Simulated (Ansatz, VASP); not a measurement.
**One calculation of Ti3Al, two programs**

Contents of INCAR:

```
PREC     = Accurate       # precision mode
ENCUT    = 520            # plane-wave cutoff, eV
EDIFF    = 1E-6           # SCF threshold, eV
ISMEAR   = 0              # smearing method
SIGMA    = 0.15           # smearing width, eV
LREAL    = False          # projectors in reciprocal space
LASPH    = True           # aspherical terms in the spheres
NELM     = 80             # most SCF steps
ALGO     = Fast           # electronic algorithm
ISIF     = 2              # what is computed and relaxed
LWAVE    = False          # write WAVECAR
LCHARG   = False          # write CHGCAR
GGA      = PE             # functional
NBANDS   = 28             # bands
```

Contents of KPOINTS:

```
regular mesh
0
Gamma
  18 18 6
```

The input POSCAR:

```
Ti3Al
1.0
    3.0850422356      0.0000000000      0.0000000000
   -1.5425211178      2.6717249477      0.0000000000
    0.0000000000      0.0000000000      8.1034804401
Ti Al
3 1
Direct
    0.6666666667      0.3333333333      0.0000000000
    0.3333333333      0.6666666667      0.7504575700
    0.3333333333      0.6666666667      0.2495424300
    0.6666666667      0.3333333333      0.5000000000
```

Input for Ansatz:

```yaml
crystal:
  lattice:
    - [3.0850422356, 0.0, 0.0]
    - [-1.5425211178, 2.6717249477, 0.0]
    - [0.0, 0.0, 8.1034804401]
  atoms:
    - { symbol: Ti, position: [0.6666666667, 0.3333333333, 0.0] }
    - { symbol: Ti, position: [0.3333333333, 0.6666666667, 0.75045757] }
    - { symbol: Ti, position: [0.3333333333, 0.6666666667, 0.24954243] }
    - { symbol: Al, position: [0.6666666667, 0.3333333333, 0.5] }
basis:
  ecutwfc: 520.0
kpoints:
  mp_grid: { grid: [18, 18, 6] }
hamiltonian:
  xc: pbe
  pseudopotentials: { kind: paw, azcp: { folder: soft_1 } }
scf:
  occupations: { method: gaussian, width: 0.15 }
output:
  forces: true
  stress: true
  eigenvalues: true
```

Alike in both runs: task single point; functional PBE; k mesh 18 × 18 × 6; occupations gaussian, width 0.15 eV; no spin polarisation.

|  | VASP | Ansatz |
| --- | --- | --- |
| version | VASP 6.6.1 | Ansatz 0.2.0 |
| potentials or method | VASP PAW PBE potentials, release 64 (Ti_sv, Al), cutoff 520 eV | scalar-relativistic, plane waves, PAW |
| valence electrons in the cell | 39 | 39 |

|  | VASP | Ansatz | Ansatz less VASP |
| --- | --- | --- | --- |
| gap on the k mesh at the Fermi level (eV) | none | none | - |
| pressure (GPa) | 5.4 | 5.7 | +0.25 |
| traceless stress, the component that is largest in VASP (GPa) | 15.06 | 15.07 | +0.011 |
| rms of the force components (eV/Å) | 0.003 | 0.001 | -0.0026 |

Atom by atom the forces differ by 0.004 eV/Å (rms over components). A gap of «none» marks a metal or a gap that the smearing closes.
